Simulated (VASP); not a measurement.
Al: single point with r2SCAN

The system is Al.

```xyz
1
Lattice="-1.5514 1.5514 1.5117 1.5514 -1.5514 1.5117 1.5514 1.5514 -1.5117" Properties=species:S:1:pos:R:3 pbc="T T T"
Al    0.0000    0.0000    0.0000
```

This cell differs from its parent crystal: strain -0.025 along x and y, -0.050 along z.

```yaml
Program: VASP 6.6.1
Task: single point
Functional: r2SCAN
Potentials_or_basis: VASP PAW PBE potentials, release 64 (Al)
Cutoff: 520 eV
k_mesh: 20 × 20 × 20
Occupations: gaussian, width 0.15 eV
Spin: no spin polarisation
Dipole_correction: no
Further_INCAR_settings: ALGO = Normal; EDIFF = 1e-06; NBANDS = 8
```

- Pressure: 10.7 GPa

Stress tensor (GPa, compression positive):
```
11.25  0.00  0.00
 0.00 11.25  0.00
 0.00  0.00  9.73
```

Levels at points of the mesh, in eV from the Fermi level:
| k point | band 1 | band 2 | band 3 | band 4 |
| --- | --- | --- | --- | --- |
| (0.00, 0.00, 0.00) | -12.78 | 14.37 | 15.09 | 15.09 |
| (0.50, 0.00, 0.00) | -5.15 | -4.08 | 8.77 | 9.70 |
| (0.50, 0.50, 0.00) | -5.31 | -4.34 | 9.41 | 10.30 |
| (0.50, 0.50, 0.50) | 1.97 | 1.97 | 2.58 | 2.83 |

Run time: 78 s on 1 thread of Intel(R) Xeon(R) 6975P-C (Granite Rapids), on a shared host, peak memory 0.17 GiB.

Caveat: the cell differs from its parent crystal (strain -0.025 along x and y, -0.050 along z); the PAW data sets were made with another functional, which shifts forces and pressure a little.
